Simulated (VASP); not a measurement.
# Sb in VASP: single point with LDA

Aim: the single point of Sb with LDA.

Program: VASP 6.6.1. These are calculated values, not measurements. Logs are shortened: lines on timing, memory, paths and dates and some standing lists are left out, and cuts for length are marked.

**1. The cell of the first run**

The typed cell holds 1 atom: a = 3.260 Å, b = 3.260 Å, c = 3.764 Å, α = 54.73°, β = 54.73°, γ = 70.53°.

**2. Single point, LDA**

Contents of INCAR:

```
SYSTEM = Sb
ALGO = Normal
EDIFF = 1E-7
ENCUT = 520
GGA = CA
ISIF = 2
ISMEAR = 0
LASPH = .TRUE.
LCHARG = .TRUE.
LELF = .TRUE.
LREAL = .FALSE.
LVHAR = .TRUE.
LWAVE = .FALSE.
NBANDS = 8
NELM = 100
PREC = Accurate
SIGMA = 0.15
```

Contents of KPOINTS:

```
k-points
0
G
  20 20 20
  0 0 0
```

Contents of POSCAR:

```
Sb
1.0
    0.0000000000      2.6617637301      1.8818669572
    2.6617637301      0.0000000000      1.8818669572
    2.6617637301      2.6617637301      0.0000000000
Sb
1
Direct
    0.0000000000      0.0000000000      0.0000000000
```

Potentials or basis: VASP PAW LDA potentials, release 64 (Sb).

The run is started by

```console
cat potpaw_LDA.64/Sb/POTCAR > POTCAR
mpirun -np 1 vasp_std > vasp.out
```

OUTCAR:

```text
SYSTEM = Sb
   EDIFF = 1E-7
   ENCUT = 520
   GGA = CA
   ISIF = 2
   ISMEAR = 0
   LASPH = .TRUE.
   LREAL = .FALSE.
   NELM = 100
   PREC = Accurate

 ion  position               nearest neighbor table
   1  0.000  0.000  0.000-

  LATTYP: Found a body centered tetragonal cell.
 ALAT       =     3.7643023669
 C/A-ratio  =     0.9998489886

  Lattice vectors:

 A1 = (   0.0000000000,  -2.6617637301,  -1.8818669572)
 A2 = (   0.0000000000,   2.6617637301,  -1.8818669572)
 A3 = (   2.6617637301,   0.0000000000,   1.8818669572)

Analysis of symmetry for initial positions (statically):
=====================================================================
 Subroutine PRICEL returns:
 Original cell was already a primitive cell.

 Routine SETGRP: Setting up the symmetry group for a
 body centered tetragonal supercell.

 Subroutine GETGRP returns: Found 16 space group operations
 (whereof 16 operations were pure point group operations)
 out of a pool of 16 trial point group operations.

The static configuration has the point symmetry D_4h.

Analysis of symmetry for dynamics (positions and initial velocities):
=====================================================================
 Subroutine PRICEL returns:
 Original cell was already a primitive cell.

 Routine SETGRP: Setting up the symmetry group for a
 body centered tetragonal supercell.

 Subroutine GETGRP returns: Found 16 space group operations
 (whereof 16 operations were pure point group operations)
 out of a pool of 16 trial point group operations.

The dynamic configuration has the point symmetry D_4h.

 Subroutine INISYM returns: Found 16 space group operations
 (whereof 16 operations are pure point group operations),
 and found     1 'primitive' translations

----------------------------------------------------------------------------------------

                                     Primitive cell

  volume of cell :      26.6660

  direct lattice vectors                    reciprocal lattice vectors
     0.000000000  2.661763730  1.881866957    -0.187845373  0.187845373  0.265693597
     2.661763730  0.000000000  1.881866957     0.187845373 -0.187845373  0.265693597
     2.661763730  2.661763730  0.000000000     0.187845373  0.187845373 -0.265693597

  length of vectors
     3.259817387  3.259817387  3.764302367     0.375719118  0.375719118  0.375719118

  position of ions in fractional coordinates (direct lattice)
     0.000000000  0.000000000  0.000000000

  ion indices of the primitive-cell ions
   primitive index   ion index
                 1           1

----------------------------------------------------------------------------------------

 KPOINTS: k-points

Automatic generation of k-mesh.
 Grid dimensions read from file:
 generate k-points for:   20   20   20

 Generating k-lattice:

  Cartesian coordinates                     Fractional coordinates (reciprocal lattice)
    -0.009392269  0.009392269  0.013284680     0.050000000  0.000000000  0.000000000
     0.009392269 -0.009392269  0.013284680     0.000000000  0.050000000  0.000000000
     0.009392269  0.009392269 -0.013284680     0.000000000  0.000000000  0.050000000

  Length of vectors
     0.018785956  0.018785956  0.018785956

  Shift w.r.t. Gamma in fractional coordinates (k-lattice)
     0.000000000  0.000000000  0.000000000

 Subroutine IBZKPT returns following result:
 ===========================================

 Found    641 irreducible k-points:

 Following reciprocal coordinates:
            Coordinates               Weight
  0.000000  0.000000  0.000000      1.000000
  0.050000 -0.000000  0.000000      8.000000
  0.100000 -0.000000  0.000000      8.000000
  0.150000 -0.000000  0.000000      8.000000
  0.200000 -0.000000  0.000000      8.000000
  0.250000 -0.000000  0.000000      8.000000
[... 16 lines left out ...]
 -0.400000  0.050000  0.000000      8.000000
 -0.350000  0.050000  0.000000      8.000000
 [... further k-points ...]
   k-points           NKPTS =    641   k-points in BZ     NKDIM =    641   number of bands    NBANDS=      8
   number of dos      NEDOS =    301   number of ions     NIONS =      1
   total plane-waves  NPLWV =  16128
   dimension x,y,z NGX =    24 NGY =   24 NGZ =   28
   dimension x,y,z NGXF=    48 NGYF=   48 NGZF=   56
   ions per type =               1
   NGX,Y,Z   is equivalent  to a cutoff of  12.24, 12.24, 12.37 a.u.
   NGXF,Y,Z  is equivalent  to a cutoff of  24.48, 24.48, 24.73 a.u.
 SYSTEM =  Sb
   PREC   = accura    normal or accurate (medium, high low for compatibility)
   ISTART =      0    job   : 0-new  1-cont  2-samecut
   ICHARG =      2    charge: 1-file 2-atom 10-const
   ISPIN  =      1    spin polarized calculation?
   LNONCOLLINEAR =      F non collinear calculations
   LSORBIT =      F    spin-orbit coupling
   LASPH  =      T    aspherical Exc in radial PAW
   ENCUT  =  520.0 eV  38.22 Ry    6.18 a.u.   6.06  6.06  7.00*2*pi/ulx,y,z
   NELM   =    100;   NELMIN=  2; NELMDL= -5     # of ELM steps
   EDIFF  = 0.1E-06   stopping-criterion for ELM
   LREAL  =      F    real-space projection
   EDIFFG = 0.1E-05   stopping-criterion for IOM
   NSW    =      0    number of steps for IOM
   IBRION =     -1    ionic relax: 0-MD 1-quasi-New 2-CG
   NFREE  =      0    steps in history (QN), initial steepest desc. (CG)
   ISIF   =      2    stress and relaxation
   ISYM   =      2    0-nonsym 1-usesym 2-fastsym
   POTIM  = 0.5000    time-step for ionic-motion
   TEBEG  =    0.0;   TEEND  =   0.0 temperature during run
   PSTRESS=    0.0 pullay stress
   NELECT =       5.0000    total number of electrons
   NUPDOWN=      -1.0000    fix difference up-down
   EMIN   =  10.00;   EMAX   =-10.00  energy-range for DOS
   EFERMI =   0.00;   METHOD = LEGACY
   ISMEAR =     0;   SIGMA  =   0.15  broadening in eV -4-tet -1-fermi 0-gaus
   EFERMI_NEDOS =   21; number of points for ismear=-14 and -15
   IALGO  =     38    algorithm
   IMIX   =      4    mixing-type and parameters
     AMIX     =   0.40;   BMIX     =  1.00
     AMIX_MAG =   1.60;   BMIX_MAG =  1.00
  volume/ion in A,a.u.               =      26.67       179.95
  Fermi-wavevector in a.u.,A,eV,Ry     =   0.937013  1.770697 11.945820  0.877993
  Thomas-Fermi vector in A             =   2.064081
   LORBIT       =      0    0 simple, 1 ext, 2 COOP (PROOUT), +10 PAW based schemes
   GGA     = CA    functional components
   LHFCALC =     F    Hartree Fock is set to
   AEXX    =    0.0000 exact exchange contribution
   IVDW    =     0    specifies the selected vdW correction
   LEPSILON=     F    determine dielectric tensor
   LRPA    =     F    only Hartree local field effects (RPA)
 non-spin polarized calculation
 Gauss-broadening in eV      SIGMA  =   0.15
  energy-cutoff  :      520.00
  volume of cell :       26.67
 maximum number of plane-waves:       736
   NGX = 13   NGY = 13   NGZ = 13

 number of electron       5.0000000 magnetization

 Free energy of the ion-electron system (eV)
  ---------------------------------------------------
  ext. energy  EPLUGINS =         0.00000000
  ---------------------------------------------------
  free energy    TOTEN  =        -4.61912754 eV

  energy without entropy =       -4.61102794  energy(sigma->0) =       -4.61507774

 E-fermi :   8.4484     XC(G=0): -10.4123

 val. band max:        8.4479017329   @ k =   0.4500   0.0500   0.3000
 cond. band min:       8.4605535315   @ k =  -0.4500   0.1500   0.3000
 fundamental gap:      0.0126517986
 Fermi energy:         8.4484117054

 k-point     1 :       0.0000    0.0000    0.0000
  band No.  band energies     occupation
      1      -4.4742      2.00000
      2      13.9231      0.00000
      3      13.9231      0.00000
      4      13.9238      0.00000
      5      18.7957      0.00000
      6      18.7979      0.00000
      7      18.7979      0.00000
      8      20.3355      0.00000

 k-point     2 :       0.0500   -0.0000    0.0000
  band No.  band energies     occupation
      1      -4.4216      2.00000
      2      13.4933      0.00000
      3      13.7420      0.00000
      4      13.8790      0.00000
      5      18.4701      0.00000
      6      18.5467      0.00000
      7      19.0265      0.00000
      8      19.7961      0.00000

 k-point     3 :       0.1000   -0.0000    0.0000
  band No.  band energies     occupation
      1      -4.2637      2.00000
      2      12.4215      0.00000
      3      13.2860      0.00000
      4      13.7485      0.00000
      5      17.8663      0.00000
      6      17.8907      0.00000
      7      19.5827      0.00000
      8      19.6277      0.00000

 k-point     4 :       0.1500   -0.0000    0.0000
  band No.  band energies     occupation
      1      -4.0015      2.00000
      2      11.0443      0.00000
      3      12.7054      0.00000
      4      13.5432      0.00000
      5      17.1577      0.00000
      6      17.3189      0.00000
      7      19.4373      0.00000
      8      19.9713      0.00000

 k-point     5 :       0.2000   -0.0000    0.0000
  band No.  band energies     occupation
      1      -3.6367      2.00000
      2       9.5634      0.00000
      3      12.1046      0.00000
      4      13.2860      0.00000
      5      16.5404      0.00000
      6      16.8071      0.00000
      7      19.4896      0.00000
      8      20.2391      0.00000

 k-point     6 :       0.2500   -0.0000    0.0000
  band No.  band energies     occupation
      1      -3.1729      2.00000
      2       8.0805      1.99948
      3      11.5424      0.00000
      4      13.0078      0.00000
      5      16.0263      0.00000
      6      16.3689      0.00000
      7      19.7197      0.00000
      8      20.5747      0.00000

 k-point     7 :       0.3000   -0.0000    0.0000
  band No.  band energies     occupation
      1      -2.6169      2.00000
      2       6.6523      2.00000
      3      11.0522      0.00000
      4      12.7397      0.00000
      5      15.6130      0.00000
      6      16.0086      0.00000
      7      20.0999      0.00000
      8      20.9796      0.00000

 k-point     8 :       0.3500   -0.0000    0.0000
  band No.  band energies     occupation
      1      -1.9840      2.00000
      2       5.3217      2.00000
      3      10.6545      0.00000
      4      12.5073      0.00000
      5      15.2964      0.00000
      6      15.7278      0.00000
      7      20.6015      0.00000
      8      21.4539      0.00000

 k-point     9 :       0.4000   -0.0000    0.0000
  band No.  band energies     occupation
      1      -1.3112      2.00000
      2       4.1414      2.00000
      3      10.3624      0.00000
      4      12.3294      0.00000
      5      15.0730      0.00000
      6      15.5272      0.00000
      7      21.1943      0.00000
      8      21.9921      0.00000

 k-point    10 :       0.4500   -0.0000    0.0000
  band No.  band energies     occupation
      1      -0.7012      2.00000
      2       3.2237      2.00000
      3      10.1841      0.00000
      4      12.2182      0.00000
      5      14.9401      0.00000
      6      15.4068      0.00000
      7      21.8333      0.00000
      8      22.5657      0.00000
[... 78 lines left out ...]
 k-point    18 :       0.3500    0.0500    0.0000
  band No.  band energies     occupation
      1      -1.9333      2.00000
      2       5.3669      2.00000
      3      10.4735      0.00000
      4      12.2090      0.00000
      5      15.5873      0.00000
      6      15.9806      0.00000
      7      19.4592      0.00000
      8      22.6023      0.00000

 k-point    19 :       0.4000    0.0500    0.0000
  band No.  band energies     occupation
      1      -1.2616      2.00000
      2       4.1905      2.00000
      3      10.1834      0.00000
      4      12.0322      0.00000
      5      15.3887      0.00000
      6      15.7786      0.00000
      7      20.0165      0.00000
      8      23.0478      0.00000

 k-point    20 :       0.4500    0.0500    0.0000
  band No.  band energies     occupation
      1      -0.6533      2.00000
      2       3.2759      2.00000
      3      10.0063      0.00000
      4      11.9215      0.00000
      5      15.2693      0.00000
      6      15.6574      0.00000
      7      20.6446      0.00000
      8      22.3980      0.00000

 k-point    21 :       0.5000    0.0500    0.0000
  band No.  band energies     occupation
      1      -0.3720      2.00000
      2       2.8920      2.00000
      3       9.9468      0.00000
      4      11.8839      0.00000
      5      15.2294      0.00000
      6      15.6170      0.00000
      7      21.0963      0.00000
      8      21.8921      0.00000

 k-point    22 :      -0.4500    0.0500    0.0000
  band No.  band energies     occupation
      1      -0.6534      2.00000
      2       3.2761      2.00000
      3      10.0062      0.00000
      4      11.9215      0.00000
      5      15.2694      0.00000
      6      15.6575      0.00000
      7      20.6479      0.00000
      8      22.3940      0.00000

 k-point    23 :      -0.4000    0.0500    0.0000
  band No.  band energies     occupation
      1      -1.2618      2.00000
      2       4.1908      2.00000
      3      10.1832      0.00000
      4      12.0321      0.00000
      5      15.3891      0.00000
      6      15.7789      0.00000
      7      20.0198      0.00000
      8      23.0449      0.00000

 k-point    24 :      -0.3500    0.0500    0.0000
  band No.  band energies     occupation
      1      -1.9335      2.00000
      2       5.3673      2.00000
      3      10.4732      0.00000
      4      12.2089      0.00000
      5      15.5878      0.00000
      6      15.9810      0.00000
      7      19.4620      0.00000
      8      22.5999      0.00000

 [... further k-points ...]
[... 5 lines left out ...]
  --------------------------------------------------------------------------------------
  -------------------------------------------------------------------------------------
  Total       -0.4720460     -0.4720460     -0.4715675      0.0000000     -0.0000000     -0.0000000
  in kB      -28.3620109    -28.3620109    -28.3332570      0.0000000     -0.0000000     -0.0000000
  external PRESSURE =     -28.3524262 kB  Pullay stress =       0.0000000 kB

 VOLUME and BASIS-vectors are now :
 -----------------------------------------------------------------------------
  energy-cutoff  :      520.00
  volume of cell :       26.67
      direct lattice vectors                 reciprocal lattice vectors
     0.000000000  2.661763730  1.881866957    -0.187845373  0.187845373  0.265693597
     2.661763730  0.000000000  1.881866957     0.187845373 -0.187845373  0.265693597
     2.661763730  2.661763730  0.000000000     0.187845373  0.187845373 -0.265693597

 POSITION                                       TOTAL-FORCE (eV/Angst)
 -----------------------------------------------------------------------------------
      0.00000      0.00000      0.00000         0.000000      0.000000     -0.000000
 -----------------------------------------------------------------------------------
    total drift:                                0.000000      0.000000     -0.000000

  FREE ENERGIE OF THE ION-ELECTRON SYSTEM (eV)
  ---------------------------------------------------
  free  energy   TOTEN  =        -4.6191275375 eV

  energy  without entropy=       -4.6110279450  energy(sigma->0) =       -4.61507774
```

It took 49 s on 1 thread of Intel Xeon Platinum 8488C (Sapphire Rapids), shared host; peak memory 0.24 GiB.

Results:

* Free energy: -4.6191 eV
* Pressure: -2.8 GPa

Caveat: spin-orbit coupling is left out, which moves the levels of the heavy elements.
